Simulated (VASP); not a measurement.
Set up this calculation in VASP 6.6.1, as the native input.

```
Task                   : single point
Functional             : PBE
Potentials or basis    : VASP PAW PBE potentials, release 64 (Ta_pv, N)
Cutoff                 : 520 eV
k mesh                 : 18 × 18 × 18
Occupations            : gaussian, width 0.15 eV
Spin                   : no spin polarisation
Dipole correction      : no
Further INCAR settings : ALGO = Normal; EDIFF = 1e-06; NBANDS = 15
```

The structure of TaN lies in POSCAR:

```
TaN
1.0
    0.0000000000      2.1790000000      2.1790000000
    2.1790000000      0.0000000000      2.1790000000
    2.1790000000      2.1790000000      0.0000000000
Ta N
1 1
Direct
    0.5000000000      0.5000000000      0.5000000000
    0.0114731528      0.0114731528     -0.0114731528
```

This cell differs from its parent crystal: all N atoms moved -0.050 Å, as atom 2 towards its neighbour atom 1 (Ta) at 2.179 Å.

The input as run:

INCAR

```
ALGO = Normal
EDIFF = 1E-6
ENCUT = 520
GGA = PE
ISIF = 2
ISMEAR = 0
LASPH = True
LCHARG = False
LREAL = False
LWAVE = False
NBANDS = 15
NELM = 80
PREC = Accurate
SIGMA = 0.15
```

KPOINTS

```
k-points
0
Gamma
  18 18 18
```

Potentials or basis: VASP PAW PBE potentials, release 64 (Ta_pv, N).

Run with:

```bash
$ cat potpaw_PBE.64/Ta_pv/POTCAR potpaw_PBE.64/N/POTCAR > POTCAR
$ mpirun -np 1 vasp_std > vasp.out
```

It gave:

```yaml
Pressure: 16.0 GPa
Largest_force: 0.461 eV/Å
Band_gap_on_the_k_mesh: zero (band 8 reaches 11.83 eV, above the bottom of band 9 at 7.76 eV)
```

Caveat: the cell differs from its parent crystal (all N atoms moved -0.050 Å, as atom 2 towards its neighbour atom 1 (Ta) at 2.179 Å); spin-orbit coupling is left out, which moves the levels of the heavy elements.

Wall time 51 s on 1 thread of Intel(R) Xeon(R) Platinum 8488C (Sapphire Rapids) (shared host), peak memory 0.26 GiB.
